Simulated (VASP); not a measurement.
# Ir (Fm-3m) in VASP: a series of runs

Runs on Ir. Level: PBE. Tasks: single point.

Program: VASP 6.6.1. These are calculated values, not measurements. Logs are shortened: lines on timing, memory, paths and dates and some standing lists are left out, and cuts for length are marked.

## 1. The cell of the first run

Symmetry: Fm-3m, No. 225, cubic system. Conventional cell: a = 3.831 Å, b = 3.831 Å, c = 3.831 Å, α = 90.00°, β = 90.00°, γ = 90.00°. Ir (site symmetry m-3m) has 12 Ir at 2.71 Å within 3.6 Å.

## 2. Single point, PBE

Input file INCAR:

```
SYSTEM = Ir
ALGO = Normal ; EDIFF = 1E-7
ENCUT = 520 ; GGA = PE
ISIF = 2 ; ISMEAR = 0
LASPH = .True. ; LCHARG = .True.
LELF = .True. ; LREAL = .False.
LVHAR = .True. ; LWAVE = .False.
NBANDS = 10 ; NELM = 80
PREC = Accurate ; SIGMA = 0.018000000000000002
```

Input file KPOINTS:

```
k-points
0
Gamma
  12 12 12
  0 0 0
```

Input file POSCAR:

```
Ir
1.0
    0.0000000000      1.9156000000      1.9156000000
    1.9156000000      0.0000000000      1.9156000000
    1.9156000000      1.9156000000      0.0000000000
Ir
1
Direct
    0.0000000000      0.0000000000      0.0000000000
```

Potentials or basis: VASP PAW PBE potentials, release 64 (Ir).

Command:

```bash
cat potpaw_PBE.64/Ir/POTCAR > POTCAR
mpirun -np 1 vasp_std > vasp.out
```

OUTCAR:

```text
SYSTEM = Ir
   EDIFF = 1E-7
   ENCUT = 520
   GGA = PE
   ISIF = 2
   ISMEAR = 0
   LASPH = .True.
   LREAL = .False.
   NELM = 80
   PREC = Accurate

 ion  position               nearest neighbor table
   1  0.000  0.000  0.000-

  LATTYP: Found a face centered cubic cell.
 ALAT       =     3.8312000000

  Lattice vectors:

 A1 = (   0.0000000000,   1.9156000000,   1.9156000000)
 A2 = (   1.9156000000,   0.0000000000,   1.9156000000)
 A3 = (   1.9156000000,   1.9156000000,   0.0000000000)

Analysis of symmetry for initial positions (statically):
[... 5 lines left out ...]
 face centered cubic supercell.

 Subroutine GETGRP returns: Found 48 space group operations
 (whereof 48 operations were pure point group operations)
 out of a pool of 48 trial point group operations.

The static configuration has the point symmetry O_h .

Analysis of symmetry for dynamics (positions and initial velocities):
[... 5 lines left out ...]
 face centered cubic supercell.

 Subroutine GETGRP returns: Found 48 space group operations
 (whereof 48 operations were pure point group operations)
 out of a pool of 48 trial point group operations.

The dynamic configuration has the point symmetry O_h .

 Subroutine INISYM returns: Found 48 space group operations
 (whereof 48 operations are pure point group operations),
 and found     1 'primitive' translations

----------------------------------------------------------------------------------------

                                     Primitive cell

  volume of cell :      14.0587

  direct lattice vectors                    reciprocal lattice vectors
     0.000000000  1.915600000  1.915600000    -0.261014826  0.261014826  0.261014826
     1.915600000  0.000000000  1.915600000     0.261014826 -0.261014826  0.261014826
     1.915600000  1.915600000  0.000000000     0.261014826  0.261014826 -0.261014826

  length of vectors
     2.709067500  2.709067500  2.709067500     0.452090940  0.452090940  0.452090940

  position of ions in fractional coordinates (direct lattice)
     0.000000000  0.000000000  0.000000000

  ion indices of the primitive-cell ions
   primitive index   ion index
                 1           1

----------------------------------------------------------------------------------------

 KPOINTS: k-points

Automatic generation of k-mesh.
 Grid dimensions read from file:
 generate k-points for:   12   12   12

 Generating k-lattice:

  Cartesian coordinates                     Fractional coordinates (reciprocal lattice)
    -0.021751235  0.021751235  0.021751235     0.083333333  0.000000000  0.000000000
     0.021751235 -0.021751235  0.021751235     0.000000000  0.083333333  0.000000000
     0.021751235  0.021751235 -0.021751235     0.000000000  0.000000000  0.083333333

  Length of vectors
     0.037674245  0.037674245  0.037674245

  Shift w.r.t. Gamma in fractional coordinates (k-lattice)
     0.000000000  0.000000000  0.000000000

 Subroutine IBZKPT returns following result:
 ===========================================

 Found     72 irreducible k-points:

 Following reciprocal coordinates:
            Coordinates               Weight
  0.000000  0.000000  0.000000      1.000000
  0.083333  0.000000  0.000000      8.000000
  0.166667  0.000000  0.000000      8.000000
  0.250000  0.000000  0.000000      8.000000
  0.333333  0.000000  0.000000      8.000000
  0.416667  0.000000  0.000000      8.000000
[... 16 lines left out ...]
  0.500000  0.166667  0.000000     24.000000
 -0.416667  0.166667  0.000000     24.000000
 [... further k-points ...]
   k-points           NKPTS =     72   k-points in BZ     NKDIM =     72   number of bands    NBANDS=     10
   number of dos      NEDOS =    301   number of ions     NIONS =      1
   total plane-waves  NPLWV =   8000
   dimension x,y,z NGX =    20 NGY =   20 NGZ =   20
   dimension x,y,z NGXF=    40 NGYF=   40 NGZF=   40
   ions per type =               1
   NGX,Y,Z   is equivalent  to a cutoff of  12.27, 12.27, 12.27 a.u.
   NGXF,Y,Z  is equivalent  to a cutoff of  24.55, 24.55, 24.55 a.u.
 SYSTEM =  Ir
   PREC   = accura    normal or accurate (medium, high low for compatibility)
   ISTART =      0    job   : 0-new  1-cont  2-samecut
   ICHARG =      2    charge: 1-file 2-atom 10-const
   ISPIN  =      1    spin polarized calculation?
   LNONCOLLINEAR =      F non collinear calculations
   LSORBIT =      F    spin-orbit coupling
   LASPH  =      T    aspherical Exc in radial PAW
   ENCUT  =  520.0 eV  38.22 Ry    6.18 a.u.   5.04  5.04  5.04*2*pi/ulx,y,z
   NELM   =     80;   NELMIN=  2; NELMDL= -5     # of ELM steps
   EDIFF  = 0.1E-06   stopping-criterion for ELM
   LREAL  =      F    real-space projection
   EDIFFG = 0.1E-05   stopping-criterion for IOM
   NSW    =      0    number of steps for IOM
   IBRION =     -1    ionic relax: 0-MD 1-quasi-New 2-CG
   NFREE  =      0    steps in history (QN), initial steepest desc. (CG)
   ISIF   =      2    stress and relaxation
   ISYM   =      2    0-nonsym 1-usesym 2-fastsym
   POTIM  = 0.5000    time-step for ionic-motion
   TEBEG  =    0.0;   TEEND  =   0.0 temperature during run
   PSTRESS=    0.0 pullay stress
   NELECT =       9.0000    total number of electrons
   NUPDOWN=      -1.0000    fix difference up-down
   EMIN   =  10.00;   EMAX   =-10.00  energy-range for DOS
   EFERMI =   0.00;   METHOD = LEGACY
   ISMEAR =     0;   SIGMA  =   0.02  broadening in eV -4-tet -1-fermi 0-gaus
   EFERMI_NEDOS =   21; number of points for ismear=-14 and -15
   IALGO  =     38    algorithm
   IMIX   =      4    mixing-type and parameters
     AMIX     =   0.40;   BMIX     =  1.00
     AMIX_MAG =   1.60;   BMIX_MAG =  1.00
  volume/ion in A,a.u.               =      14.06        94.87
  Fermi-wavevector in a.u.,A,eV,Ry     =   1.410937  2.666284 27.085691  1.990742
  Thomas-Fermi vector in A             =   2.532839
   LORBIT       =      0    0 simple, 1 ext, 2 COOP (PROOUT), +10 PAW based schemes
   GGA     = PE    functional components
   LHFCALC =     F    Hartree Fock is set to
   AEXX    =    0.0000 exact exchange contribution
   IVDW    =     0    specifies the selected vdW correction
   LEPSILON=     F    determine dielectric tensor
   LRPA    =     F    only Hartree local field effects (RPA)
 non-spin polarized calculation
 Gauss-broadening in eV      SIGMA  =   0.02
  energy-cutoff  :      520.00
  volume of cell :       14.06
 maximum number of plane-waves:       388
   NGX =  9   NGY =  9   NGZ =  9

 number of electron       9.0000000 magnetization

 Free energy of the ion-electron system (eV)
  ---------------------------------------------------
  ext. energy  EPLUGINS =         0.00000000
  ---------------------------------------------------
  free energy    TOTEN  =        -8.85130149 eV

  energy without entropy =       -8.85110329  energy(sigma->0) =       -8.85120239

 E-fermi :  10.5437     XC(G=0): -14.0262

 val. band max:       10.5298174424   @ k =  -0.3333   0.3333   0.0000
 cond. band min:      10.5483965815   @ k =  -0.2500   0.0833   0.0000
 fundamental gap:      0.0185791391
 Fermi energy:        10.5436512412

 k-point     1 :       0.0000    0.0000    0.0000
  band No.  band energies     occupation
      1      -0.6718      2.00000
      2       6.5916      2.00000
      3       6.5916      2.00000
      4       6.5916      2.00000
      5       9.3047      2.00000
      6       9.3047      2.00000
      7      24.8319      0.00000
      8      30.4510      0.00000
      9      30.4510      0.00000
     10      30.4510      0.00000

 k-point     2 :       0.0833    0.0000    0.0000
  band No.  band energies     occupation
      1      -0.3634      2.00000
      2       6.4310      2.00000
      3       6.7226      2.00000
      4       6.7226      2.00000
      5       9.2229      2.00000
      6       9.2229      2.00000
      7      25.3603      0.00000
      8      29.0036      0.00000
      9      30.9605      0.00000
     10      30.9605      0.00000

 k-point     3 :       0.1667    0.0000    0.0000
  band No.  band energies     occupation
      1       0.4824      2.00000
      2       6.1082      2.00000
      3       6.9887      2.00000
      4       6.9887      2.00000
      5       9.1454      2.00000
      6       9.1454      2.00000
      7      26.4300      0.00000
      8      26.8828      0.00000
      9      32.3833      0.00000
     10      32.3833      0.00000

 k-point     4 :       0.2500    0.0000    0.0000
  band No.  band energies     occupation
      1       1.5471      2.00000
      2       6.0790      2.00000
      3       7.0371      2.00000
      4       7.0371      2.00000
      5       9.4879      2.00000
      6       9.4879      2.00000
      7      24.3294      0.00000
      8      27.3249      0.00000
      9      34.2946      0.00000
     10      34.2950      0.00000

 k-point     5 :       0.3333    0.0000    0.0000
  band No.  band energies     occupation
      1       2.2184      2.00000
      2       6.8102      2.00000
      3       6.8102      2.00000
      4       6.9834      2.00000
      5      10.2849      2.00000
      6      10.2849      2.00000
      7      21.8440      0.00000
      8      26.0435      0.00000
      9      33.1977      0.00000
     10      33.1977      0.00000

 k-point     6 :       0.4167    0.0000    0.0000
  band No.  band energies     occupation
      1       2.3557      2.00000
      2       6.5749      2.00000
      3       6.5749      2.00000
      4       8.6948      2.00000
      5      11.0834      0.00000
      6      11.0834      0.00000
      7      19.2123      0.00000
      8      24.7889      0.00000
      9      31.1394      0.00000
     10      31.1394      0.00000

 k-point     7 :       0.5000    0.0000    0.0000
  band No.  band energies     occupation
      1       2.3491      2.00000
      2       6.4831      2.00000
      3       6.4831      2.00000
      4       9.7375      2.00000
      5      11.4211      0.00000
      6      11.4211      0.00000
      7      17.8453      0.00000
      8      24.3729      0.00000
      9      30.3627      0.00000
     10      30.3627      0.00000

 k-point     8 :       0.0833    0.0833    0.0000
  band No.  band energies     occupation
      1      -0.2595      2.00000
      2       6.2792      2.00000
      3       6.8259      2.00000
      4       6.8259      2.00000
      5       8.9447      2.00000
      6       9.4269      2.00000
      7      25.5482      0.00000
      8      29.4193      0.00000
      9      30.6052      0.00000
     10      30.6052      0.00000

 k-point     9 :       0.1667    0.0833    0.0000
  band No.  band energies     occupation
      1       0.4156      2.00000
      2       5.9365      2.00000
      3       7.0964      2.00000
      4       7.1185      2.00000
      5       8.6390      2.00000
      6       9.5287      2.00000
      7      26.6218      0.00000
      8      27.6835      0.00000
      9      31.1208      0.00000
     10      31.7614      0.00000
[... 118 lines left out ...]
 k-point    19 :       0.1667    0.1667    0.0000
  band No.  band energies     occupation
      1       0.8831      2.00000
      2       5.5083      2.00000
      3       7.5165      2.00000
      4       7.5165      2.00000
      5       8.0829      2.00000
      6       9.7716      2.00000
      7      27.4806      0.00000
      8      28.5198      0.00000
      9      30.5029      0.00000
     10      30.5029      0.00000

 k-point    20 :       0.2500    0.1667    0.0000
  band No.  band energies     occupation
      1       1.7637      2.00000
      2       5.1169      2.00000
      3       7.2714      2.00000
      4       7.8886      2.00000
      5       8.5183      2.00000
      6      10.0792      2.00000
      7      26.9979      0.00000
      8      28.6730      0.00000
      9      30.1830      0.00000
     10      30.8526      0.00000

 k-point    21 :       0.3333    0.1667    0.0000
  band No.  band energies     occupation
      1       2.7111      2.00000
      2       5.0785      2.00000
      3       6.6531      2.00000
      4       7.9056      2.00000
      5       9.8629      2.00000
      6      10.6954      0.00000
      7      24.3121      0.00000
      8      28.0802      0.00000
      9      29.6139      0.00000
     10      31.4447      0.00000

 k-point    22 :       0.4167    0.1667    0.0000
  band No.  band energies     occupation
      1       3.1483      2.00000
      2       5.6600      2.00000
      3       6.3629      2.00000
      4       7.6719      2.00000
      5      11.3381      0.00000
      6      11.6839      0.00000
      7      21.0436      0.00000
      8      26.7715      0.00000
      9      28.9117      0.00000
     10      31.0540      0.00000

 k-point    23 :       0.5000    0.1667    0.0000
  band No.  band energies     occupation
      1       3.2274      2.00000
      2       5.6902      2.00000
      3       7.1600      2.00000
      4       7.4300      2.00000
      5      11.5019      0.00000
      6      13.7205      0.00000
      7      18.1371      0.00000
      8      26.0293      0.00000
      9      28.9174      0.00000
     10      29.4462      0.00000

 k-point    24 :      -0.4167    0.1667    0.0000
  band No.  band energies     occupation
      1       3.2987      2.00000
      2       5.7152      2.00000
      3       7.3161      2.00000
      4       7.5012      2.00000
      5      10.9714      0.00000
      6      14.3179      0.00000
      7      17.8203      0.00000
      8      25.8542      0.00000
      9      28.1356      0.00000
     10      30.1620      0.00000

 [... further k-points ...]
[... 5 lines left out ...]
  --------------------------------------------------------------------------------------
  -------------------------------------------------------------------------------------
  Total        1.0324615      1.0324615      1.0324615      0.0000000     -0.0000000     -0.0000000
  in kB      117.6630177    117.6630177    117.6630177      0.0000000     -0.0000000     -0.0000000
  external PRESSURE =     117.6630177 kB  Pullay stress =       0.0000000 kB

 VOLUME and BASIS-vectors are now :
 -----------------------------------------------------------------------------
  energy-cutoff  :      520.00
  volume of cell :       14.06
      direct lattice vectors                 reciprocal lattice vectors
     0.000000000  1.915600000  1.915600000    -0.261014826  0.261014826  0.261014826
     1.915600000  0.000000000  1.915600000     0.261014826 -0.261014826  0.261014826
     1.915600000  1.915600000  0.000000000     0.261014826  0.261014826 -0.261014826

 POSITION                                       TOTAL-FORCE (eV/Angst)
 -----------------------------------------------------------------------------------
      0.00000      0.00000      0.00000         0.000000     -0.000000     -0.000000
 -----------------------------------------------------------------------------------
    total drift:                               -0.000000     -0.000000     -0.000000

  FREE ENERGIE OF THE ION-ELECTRON SYSTEM (eV)
  ---------------------------------------------------
  free  energy   TOTEN  =        -8.8513014893 eV

  energy  without entropy=       -8.8511032912  energy(sigma->0) =       -8.85120239
```

Wall time 15 s (1 thread of AMD EPYC 7R13, shared host); peak memory 0.1 GiB.

Results:

- Free energy: -8.8513 eV
- Pressure: 11.8 GPa

Caveat: spin-orbit coupling is left out, which moves the levels of the heavy elements.

## 3. Single point, PBE

Input file INCAR:

```
PREC = Accurate
ENCUT = 520
EDIFF = 1E-7
ISMEAR = 0
SIGMA = 0.02
LREAL = False
LASPH = True
NELM = 100
ALGO = Normal
ISIF = 2
LWAVE = False
LCHARG = False
GGA = PE
NBANDS = 10
```

Input file KPOINTS:

```
Automatic mesh
0
Gamma
  12 12 12
```

POSCAR is that of step 2.

Potentials or basis: VASP PAW PBE potentials, release 64 (Ir).

Command:

```bash
cat potpaw_PBE.64/Ir/POTCAR > POTCAR
mpirun -np 1 vasp_std > vasp.out
```

Wall time 16 s (1 thread of AMD EPYC 7R13, shared host); peak memory 0.1 GiB.

It converged, with:

| Item | Value |
| --- | --- |
| Free energy | -8.8513 eV |
| Pressure | 11.8 GPa |

Levels at points of the mesh, in eV from the Fermi level:
| k point | band 1 | band 2 | band 3 | band 4 | band 5 | band 6 | band 7 | band 8 |
| --- | --- | --- | --- | --- | --- | --- | --- | --- |
| (0.00, 0.00, 0.00) | -11.22 | -3.95 | -3.95 | -3.95 | -1.24 | -1.24 | 14.29 | 19.91 |
| (0.50, 0.00, 0.00) | -8.19 | -4.06 | -4.06 | -0.81 | 0.88 | 0.88 | 7.30 | 13.83 |
| (0.50, 0.50, 0.00) | -8.02 | -7.44 | 0.84 | 1.46 | 1.46 | 1.67 | 10.57 | 11.71 |

Caveat: spin-orbit coupling is left out, which moves the levels of the heavy elements.

## 4. Single point, PBE

Input file INCAR:

```
SYSTEM = Ir
PREC = Accurate
ENCUT = 520
EDIFF = 1E-6
ISMEAR = 0
SIGMA = 0.020999999999999998
LREAL = .False.
LASPH = .True.
NELM = 80
ALGO = Normal
ISIF = 2
LWAVE = .False.
LCHARG = .True.
GGA = PE
LELF = .True.
LVHAR = .True.
NBANDS = 10
```

Input file KPOINTS:

```
Automatic mesh
0
Gamma
  12 12 12
  0 0 0
```

POSCAR is that of step 3.

Command:

```bash
cat potpaw_PBE.64/Ir/POTCAR > POTCAR
mpirun -np 1 vasp_std > vasp.out
```

Run time: 16 s. Hardware: 1 thread of AMD EPYC 7R13, shared host; peak memory 0.1 GiB.

Results (log left out):

```
Free energy : -8.8513 eV
Pressure    : 11.8 GPa
```

Levels at points of the mesh, in eV from the Fermi level:
```tsv
k point	band 1	band 2	band 3	band 4	band 5	band 6	band 7	band 8	band 9
(0.00, 0.00, 0.00)	-11.22	-3.95	-3.95	-3.95	-1.24	-1.24	14.29	19.91	19.91
(0.50, 0.00, 0.00)	-8.20	-4.06	-4.06	-0.81	0.88	0.88	7.30	13.83	19.82
(0.50, 0.50, 0.00)	-8.02	-7.44	0.84	1.46	1.46	1.67	10.57	11.71	11.71
```

Caveat: spin-orbit coupling is left out, which moves the levels of the heavy elements.

(Part 1 of 2 ends here.)
